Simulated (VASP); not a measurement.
# Tl3Zn (Fm-3m) in VASP: a series of runs

Tl3Zn is run at these levels: LDA; tasks: single point, relaxation of cell and atoms.

Everything below comes from runs of VASP 6.6.1. Logs are shortened: lines on timing, memory, paths and dates and some standing lists are left out, and cuts for length are marked.

**1. The cell of the first run**

Symmetry: Fm-3m, No. 225, cubic system. The conventional cell has a = 7.348 Å, b = 7.348 Å, c = 7.348 Å, α = 90.00°, β = 90.00°, γ = 90.00°. Zn (site symmetry m-3m) has 14 Tl at 3.18 to 3.67 Å within 4.2 Å. Within 4.2 Å of Tl (site symmetry m-3m) lie 8 Tl at 3.18 Å and 6 Zn at 3.67 Å. Tl (site symmetry -43m) has 4 Zn at 3.18 Å and 10 Tl at 3.18 to 3.67 Å within 4.2 Å.

**2. Single point, LDA**

INCAR reads:

```
SYSTEM = Tl3Zn
ALGO = Normal ; EDIFF = 1E-6
ENCUT = 500 ; GGA_COMPAT = .False.
ISIF = 2 ; ISMEAR = 0
LASPH = .True. ; LCHARG = .False.
LREAL = .False. ; LWAVE = .False.
NBANDS = 34 ; NELM = 120
PREC = Accurate ; SIGMA = 0.05
```

KPOINTS reads:

```
k-points
0
Gamma
  6 6 6
  0 0 0
```

POSCAR reads:

```
Tl3Zn
1.0
    0.0000000000      3.6742091090      3.6742091090
    3.6742091090      0.0000000000      3.6742091090
    3.6742091090      3.6742091090      0.0000000000
Zn Tl
1 3
Direct
    0.0000000000      0.0000000000      0.0000000000
    0.5000000000      0.5000000000      0.5000000000
    0.2500000000      0.2500000000      0.2500000000
    0.7500000000      0.7500000000      0.7500000000
```

Potentials or basis: VASP PAW LDA potentials, release 64 (Zn, Tl_d).

Started as:

```console
$ cat potpaw_LDA.64/Zn/POTCAR potpaw_LDA.64/Tl_d/POTCAR > POTCAR
$ mpirun -np 1 vasp_std > vasp.out
```

OUTCAR:

```text
SYSTEM = Tl3Zn
   EDIFF = 1E-6
   ENCUT = 500
   ISIF = 2
   ISMEAR = 0
   LASPH = .True.
   LREAL = .False.
   NELM = 120
   PREC = Accurate

 ion  position               nearest neighbor table
   1  0.000  0.000  0.000-   4 3.18   4 3.18   4 3.18   3 3.18   4 3.18   3 3.18   3 3.18   3 3.18

   2  0.500  0.500  0.500-   3 3.18   3 3.18   3 3.18   3 3.18   4 3.18   4 3.18   4 3.18   4 3.18

   3  0.250  0.250  0.250-   1 3.18   1 3.18   1 3.18   1 3.18   2 3.18   2 3.18   2 3.18   2 3.18
                             4 3.67   4 3.67   4 3.67   4 3.67   4 3.67   4 3.67
   4  0.750  0.750  0.750-   2 3.18   2 3.18   2 3.18   1 3.18   2 3.18   1 3.18   1 3.18   1 3.18
                             3 3.67   3 3.67   3 3.67   3 3.67   3 3.67   3 3.67

  LATTYP: Found a face centered cubic cell.
 ALAT       =     7.3484182180

  Lattice vectors:

 A1 = (   0.0000000000,   3.6742091090,   3.6742091090)
 A2 = (   3.6742091090,   0.0000000000,   3.6742091090)
 A3 = (   3.6742091090,   3.6742091090,   0.0000000000)

Analysis of symmetry for initial positions (statically):
=====================================================================
 Subroutine PRICEL returns:
 Original cell was already a primitive cell.

 Routine SETGRP: Setting up the symmetry group for a
 face centered cubic supercell.

 Subroutine GETGRP returns: Found 48 space group operations
 (whereof 48 operations were pure point group operations)
 out of a pool of 48 trial point group operations.

The static configuration has the point symmetry O_h .

Analysis of symmetry for dynamics (positions and initial velocities):
=====================================================================
 Subroutine PRICEL returns:
 Original cell was already a primitive cell.

 Routine SETGRP: Setting up the symmetry group for a
 face centered cubic supercell.

 Subroutine GETGRP returns: Found 48 space group operations
 (whereof 48 operations were pure point group operations)
 out of a pool of 48 trial point group operations.

The dynamic configuration has the point symmetry O_h .

 Subroutine INISYM returns: Found 48 space group operations
 (whereof 48 operations are pure point group operations),
 and found     1 'primitive' translations

----------------------------------------------------------------------------------------

                                     Primitive cell

  volume of cell :      99.2023

  direct lattice vectors                    reciprocal lattice vectors
     0.000000000  3.674209109  3.674209109    -0.136083708  0.136083708  0.136083708
     3.674209109  0.000000000  3.674209109     0.136083708 -0.136083708  0.136083708
     3.674209109  3.674209109  0.000000000     0.136083708  0.136083708 -0.136083708

  length of vectors
     5.196116353  5.196116353  5.196116353     0.235703897  0.235703897  0.235703897

  position of ions in fractional coordinates (direct lattice)
     0.000000000  0.000000000  0.000000000
     0.500000000  0.500000000  0.500000000
     0.250000000  0.250000000  0.250000000
     0.750000000  0.750000000  0.750000000

  ion indices of the primitive-cell ions
   primitive index   ion index
                 1           1
                 2           2
                 3           3
                 4           4

----------------------------------------------------------------------------------------

 KPOINTS: k-points

Automatic generation of k-mesh.
 Grid dimensions read from file:
 generate k-points for:    6    6    6

 Generating k-lattice:

  Cartesian coordinates                     Fractional coordinates (reciprocal lattice)
    -0.022680618  0.022680618  0.022680618     0.166666667  0.000000000  0.000000000
     0.022680618 -0.022680618  0.022680618     0.000000000  0.166666667  0.000000000
     0.022680618  0.022680618 -0.022680618     0.000000000  0.000000000  0.166666667

  Length of vectors
     0.039283983  0.039283983  0.039283983

  Shift w.r.t. Gamma in fractional coordinates (k-lattice)
     0.000000000  0.000000000  0.000000000

 Subroutine IBZKPT returns following result:
 ===========================================

 Found     16 irreducible k-points:

 Following reciprocal coordinates:
            Coordinates               Weight
  0.000000  0.000000  0.000000      1.000000
  0.166667  0.000000  0.000000      8.000000
  0.333333  0.000000  0.000000      8.000000
  0.500000  0.000000  0.000000      4.000000
  0.166667  0.166667  0.000000      6.000000
  0.333333  0.166667  0.000000     24.000000
[... 8 lines left out ...]
 -0.333333  0.333333  0.166667     24.000000
 -0.333333  0.500000  0.166667     12.000000
   k-points           NKPTS =     16   k-points in BZ     NKDIM =     16   number of bands    NBANDS=     34
   number of dos      NEDOS =    301   number of ions     NIONS =      4
   total plane-waves  NPLWV =  64000
   dimension x,y,z NGX =    40 NGY =   40 NGZ =   40
   dimension x,y,z NGXF=    80 NGYF=   80 NGZF=   80
   ions per type =               1   3
   NGX,Y,Z   is equivalent  to a cutoff of  12.80, 12.80, 12.80 a.u.
   NGXF,Y,Z  is equivalent  to a cutoff of  25.60, 25.60, 25.60 a.u.
 SYSTEM =  Tl3Zn
   PREC   = accura    normal or accurate (medium, high low for compatibility)
   ISTART =      0    job   : 0-new  1-cont  2-samecut
   ICHARG =      2    charge: 1-file 2-atom 10-const
   ISPIN  =      1    spin polarized calculation?
   LNONCOLLINEAR =      F non collinear calculations
   LSORBIT =      F    spin-orbit coupling
   LASPH  =      T    aspherical Exc in radial PAW
   ENCUT  =  500.0 eV  36.75 Ry    6.06 a.u.   9.47  9.47  9.47*2*pi/ulx,y,z
   NELM   =    120;   NELMIN=  2; NELMDL= -5     # of ELM steps
   EDIFF  = 0.1E-05   stopping-criterion for ELM
   LREAL  =      F    real-space projection
   EDIFFG = 0.1E-04   stopping-criterion for IOM
   NSW    =      0    number of steps for IOM
   IBRION =     -1    ionic relax: 0-MD 1-quasi-New 2-CG
   NFREE  =      0    steps in history (QN), initial steepest desc. (CG)
   ISIF   =      2    stress and relaxation
   ISYM   =      2    0-nonsym 1-usesym 2-fastsym
   POTIM  = 0.5000    time-step for ionic-motion
   TEBEG  =    0.0;   TEEND  =   0.0 temperature during run
   PSTRESS=    0.0 pullay stress
   NELECT =      51.0000    total number of electrons
   NUPDOWN=      -1.0000    fix difference up-down
   EMIN   =  10.00;   EMAX   =-10.00  energy-range for DOS
   EFERMI =   0.00;   METHOD = LEGACY
   ISMEAR =     0;   SIGMA  =   0.05  broadening in eV -4-tet -1-fermi 0-gaus
   EFERMI_NEDOS =   21; number of points for ismear=-14 and -15
   IALGO  =     38    algorithm
   IMIX   =      4    mixing-type and parameters
     AMIX     =   0.40;   BMIX     =  1.00
     AMIX_MAG =   1.60;   BMIX_MAG =  1.00
  volume/ion in A,a.u.               =      24.80       167.36
  Fermi-wavevector in a.u.,A,eV,Ry     =   1.311468  2.478315 23.401316  1.719948
  Thomas-Fermi vector in A             =   2.441927
   LORBIT       =      0    0 simple, 1 ext, 2 COOP (PROOUT), +10 PAW based schemes
   GGA     = CA    functional components
   LHFCALC =     F    Hartree Fock is set to
   AEXX    =    0.0000 exact exchange contribution
   IVDW    =     0    specifies the selected vdW correction
   LEPSILON=     F    determine dielectric tensor
   LRPA    =     F    only Hartree local field effects (RPA)
 non-spin polarized calculation
 Gauss-broadening in eV      SIGMA  =   0.05
  energy-cutoff  :      500.00
  volume of cell :       99.20
 maximum number of plane-waves:      2565
 NGX is ok and might be reduce to    40
   NGX = 19   NGY = 19   NGZ = 19

 number of electron      50.9999988 magnetization

 Free energy of the ion-electron system (eV)
  ---------------------------------------------------
  ext. energy  EPLUGINS =         0.00000000
  ---------------------------------------------------
  free energy    TOTEN  =        -9.87674013 eV

  energy without entropy =       -9.86883092  energy(sigma->0) =       -9.87278553

 E-fermi :   5.7760     XC(G=0): -10.8231

 val. band max:        5.7736208199   @ k =  -0.3333   0.3333   0.1667
 cond. band min:       5.8338298881   @ k =  -0.3333   0.1667   0.0000
 fundamental gap:      0.0602090682
 Fermi energy:         5.7759991190

 k-point     1 :       0.0000    0.0000    0.0000
  band No.  band energies     occupation
      1      -5.9554      2.00000
      2      -5.9554      2.00000
      3      -5.8313      2.00000
      4      -5.8313      2.00000
      5      -5.8313      2.00000
      6      -5.6564      2.00000
[... 26 lines left out ...]
     33       8.0038      0.00000
     34      13.0867      0.00000

 k-point     2 :       0.1667    0.0000    0.0000
  band No.  band energies     occupation
      1      -5.9148      2.00000
      2      -5.9148      2.00000
      3      -5.8885      2.00000
      4      -5.8683      2.00000
      5      -5.8683      2.00000
      6      -5.6132      2.00000
[... 26 lines left out ...]
     33      10.0114      0.00000
     34      13.8680      0.00000

 k-point     3 :       0.3333    0.0000    0.0000
  band No.  band energies     occupation
      1      -5.9246      2.00000
      2      -5.9246      2.00000
      3      -5.9130      2.00000
      4      -5.8060      2.00000
      5      -5.8060      2.00000
      6      -5.5454      2.00000
[... 26 lines left out ...]
     33      12.8527      0.00000
     34      13.2046      0.00000
[... 408 lines left out ...]
 k-point    15 :      -0.3333    0.3333    0.1667
  band No.  band energies     occupation
      1      -5.9549      2.00000
      2      -5.9534      2.00000
      3      -5.9222      2.00000
      4      -5.7829      2.00000
      5      -5.7306      2.00000
      6      -5.6018      2.00000
[... 26 lines left out ...]
     33      13.7938      0.00000
     34      13.8398      0.00000

 k-point    16 :      -0.3333    0.5000    0.1667
  band No.  band energies     occupation
      1      -5.9586      2.00000
      2      -5.9500      2.00000
      3      -5.9380      2.00000
      4      -5.8611      2.00000
      5      -5.6715      2.00000
      6      -5.6124      2.00000
[... 26 lines left out ...]
     33      12.9904      0.00000
     34      13.1221      0.00000

------------------------ aborting loop because EDIFF is reached ----------------------------------------

  FORCE on cell =-STRESS in cart. coord.  units (eV):
  Direction    XX          YY          ZZ          XY          YZ          ZX
  --------------------------------------------------------------------------------------
  -------------------------------------------------------------------------------------
  Total        0.0402855      0.0402855      0.0402855     -0.0000000      0.0000000     -0.0000000
  in kB        0.6506356      0.6506356      0.6506356     -0.0000000      0.0000000     -0.0000000
  external PRESSURE =       0.6506356 kB  Pullay stress =       0.0000000 kB

 VOLUME and BASIS-vectors are now :
 -----------------------------------------------------------------------------
  energy-cutoff  :      500.00
  volume of cell :       99.20
      direct lattice vectors                 reciprocal lattice vectors
     0.000000000  3.674209109  3.674209109    -0.136083708  0.136083708  0.136083708
     3.674209109  0.000000000  3.674209109     0.136083708 -0.136083708  0.136083708
     3.674209109  3.674209109  0.000000000     0.136083708  0.136083708 -0.136083708

 POSITION                                       TOTAL-FORCE (eV/Angst)
 -----------------------------------------------------------------------------------
      0.00000      0.00000      0.00000         0.000000      0.000000     -0.000000
      3.67421      3.67421      3.67421         0.000000      0.000000     -0.000000
      1.83710      1.83710      1.83710        -0.000000      0.000000     -0.000000
      5.51131      5.51131      5.51131        -0.000000     -0.000000      0.000000
 -----------------------------------------------------------------------------------
    total drift:                               -0.000000      0.000000      0.000000

  FREE ENERGIE OF THE ION-ELECTRON SYSTEM (eV)
  ---------------------------------------------------
  free  energy   TOTEN  =        -9.8767401328 eV

  energy  without entropy=       -9.8688309241  energy(sigma->0) =       -9.87278553
```

Run time: 88 s. Hardware: 1 thread of Intel Xeon 8259CL, shared host; peak memory 0.21 GiB.

Results:

```yaml
Free_energy: -9.8767 eV
Pressure: 0.1 GPa
Band_gap_on_the_k_mesh: zero (an odd number of electrons rules out a gap without spin polarisation)
```

Caveat: spin-orbit coupling is left out, which moves the levels of the heavy elements.

[end of part 1 of 2]

The gap in the log of VASP goes by the Fermi energy; the results here count the filled bands.